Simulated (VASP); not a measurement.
A run of VASP 6.6.1:

File INCAR:

```
SYSTEM = KMgF3
PREC = Accurate
ENCUT = 520
EDIFF = 1E-6
ISMEAR = -1
SIGMA = 0.02
LREAL = .FALSE.
LASPH = .TRUE.
NELM = 60
ALGO = Normal
ISIF = 2
LWAVE = .FALSE.
LCHARG = .FALSE.
GGA = PE
NBANDS = 24
```

Contents of KPOINTS:

```
Automatic mesh
0
G
  6 6 6
  0 0 0
```

File POSCAR:

```
KMgF3
1.0
    3.9802385405      0.0000000000      0.0000000000
    0.0000000000      3.9802385405      0.0000000000
    0.0000000000      0.0000000000      3.9603373478
K Mg F
1 1 3
Direct
    0.0000000000      0.0000000000      0.0000000000
    0.5000000000      0.5000000000      0.5000000000
    0.5000000000      0.5000000000      0.0000000000
    0.5000000000      0.0000000000      0.5000000000
    0.0000000000      0.5000000000      0.5000000000
```

Potentials or basis: VASP PAW PBE potentials, release 64 (K_sv, Mg, F).

Command:

```console
$ cat potpaw_PBE.64/K_sv/POTCAR potpaw_PBE.64/Mg/POTCAR potpaw_PBE.64/F/POTCAR > POTCAR
$ mpirun -np 1 vasp_std > vasp.out
```

Hardware: 1 thread of Intel(R) Xeon(R) 6975P-C (Granite Rapids), on a shared host.

**Question.** Estimate the wall time of this run.

**Answer.** It took 21 s on 1 thread of Intel(R) Xeon(R) 6975P-C (Granite Rapids), on a shared host, peak memory 0.2 GiB. Counts: scf iterations 13, k points 40.
